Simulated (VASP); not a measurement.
B5Pt:

```
B Pt
1.0
     3.41942    0.00000    0.00000
    -1.70971    2.96130    0.00000
     0.00000    0.00000    6.66693
B Pt
5 1
Direct
  0.33333 0.66667 0.74076
  0.33333 0.66667 0.25924
  0.66667 0.33333 0.25924
  0.66667 0.33333 0.74076
  0.00000 0.00000 0.00000
  0.00000 0.00000 0.50000
```

The cell was built from a structure type or drawn by symmetry, and may not be a known phase.

| Item | Value |
| --- | --- |
| Program | VASP 6.6.1 |
| Task | relaxation of cell and atoms |
| Functional | PBE |
| Potentials or basis | VASP PAW PBE potentials, release 64 (B, Pt) |
| Cutoff | 600 eV |
| k mesh | 6 × 6 × 4 |
| Occupations | gaussian, width 0.1 eV |
| Spin | no spin polarisation |

At the start: pressure -32.6 GPa; volume 11.25 Å³/atom.

Task: Where does the relaxation end?

Result: Over 12 steps the energy falls by 586.9 meV/atom and the volume is 8.17 Å³/atom (-27.4 %); space group P6/mmm (No. 191, to 0.1 Å) before and after.

Step by step:
```csv
step,energy change (eV),largest force (eV/Å),pressure (GPa),volume (Å³)
1,0.0000,0.0760,-32.57,67.51
2,-1.6083,2.4470,34.95,47.33
3,-2.2185,1.4700,1.28,52.98
4,-2.5784,1.1354,0.30,52.21
5,-3.1681,0.8469,0.87,50.27
6,-2.6174,0.5820,29.22,46.21
7,-3.3328,0.6370,3.22,49.29
8,-3.4511,0.3919,-6.06,50.15
9,-3.5120,0.0555,-3.45,49.86
10,-3.5140,0.0933,2.48,48.46
11,-3.5210,0.0203,-0.39,49.11
12,-3.5212,0.0334,0.33,49.02
```

Final structure:
```
B Pt
1.0
     2.92086    0.00000    0.00000
    -1.46043    2.52954    0.00000
     0.00000    0.00000    6.63458
B Pt
5 1
Direct
  0.33333 0.66667 0.80022
  0.33333 0.66667 0.19978
  0.66667 0.33333 0.19978
  0.66667 0.33333 0.80022
  0.00000 0.00000 0.00000
  0.00000 0.00000 0.50000
```

Caveat: the volume moved by over 15 % at a fixed basis, so the end points are rough.
